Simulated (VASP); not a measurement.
Set up this calculation in VASP 6.6.1, as the native input.

```yaml
Task: single point
Functional: PBEsol
Potentials_or_basis: VASP PAW PBE potentials, release 64 (Al, Ga_d, N)
Cutoff: 520 eV
k_mesh: 6 × 6 × 6
Occupations: gaussian, width 0.05 eV
Spin: no spin polarisation
Dipole_correction: no
Further_INCAR_settings: ALGO = Normal; EDIFF = 1e-06; NBANDS = 41
```

The structure of AlGa3N4 lies in POSCAR:

```
AlGa3N4
1.0
    4.5793186394      0.0000000000      0.0000000000
    0.0000000000      4.5793186394      0.0000000000
    0.0000000000      0.0000000000      4.5793186394
Al Ga N
1 3 4
Direct
    0.0000000000      0.0000000000      0.0000000000
    0.5000000000      0.5000000000      0.0000000000
    0.5000000000      0.0000000000      0.5000000000
    0.0000000000      0.5000000000      0.5000000000
    0.7550309200      0.7550309200      0.2449690800
    0.7550309200      0.2449690800      0.7550309200
    0.2449690800      0.7550309200      0.7550309200
    0.2449690800      0.2449690800      0.2449690800
```

This cell differs from its parent crystal: strain +0.025 along x and y, +0.025 along z.

One way to write it, as run:

INCAR

```
SYSTEM = AlGa3N4
  PREC = Accurate
  ENCUT = 520
  EDIFF = 1E-6
  ISMEAR = 0
  SIGMA = 0.05
  LREAL = .False.
  LASPH = .True.
  NELM = 80
  ALGO = Normal
  ISIF = 2
  LWAVE = .False.
  LCHARG = .False.
  GGA = PS
  NBANDS = 41
```

KPOINTS

```
regular mesh
0
Gamma
  6 6 6
  0 0 0
```

Potentials or basis: VASP PAW PBE potentials, release 64 (Al, Ga_d, N).

The run is started by

```console
$ cat potpaw_PBE.64/Al/POTCAR potpaw_PBE.64/Ga_d/POTCAR potpaw_PBE.64/N/POTCAR > POTCAR
$ mpirun -np 1 vasp_std > vasp.out
```

It gave:

The pressure is -12.2 GPa. The largest force is 0.003 eV/Å and the band gap on the k mesh is 1.80 eV.

Caveat: the cell differs from its parent crystal (strain +0.025 along x and y, +0.025 along z); the cell stands under tension; the PAW data sets were made with another functional, which shifts forces and pressure a little.

Wall time 3.3 min on 1 thread of Intel Xeon 8259CL (shared host), peak memory 0.23 GiB.
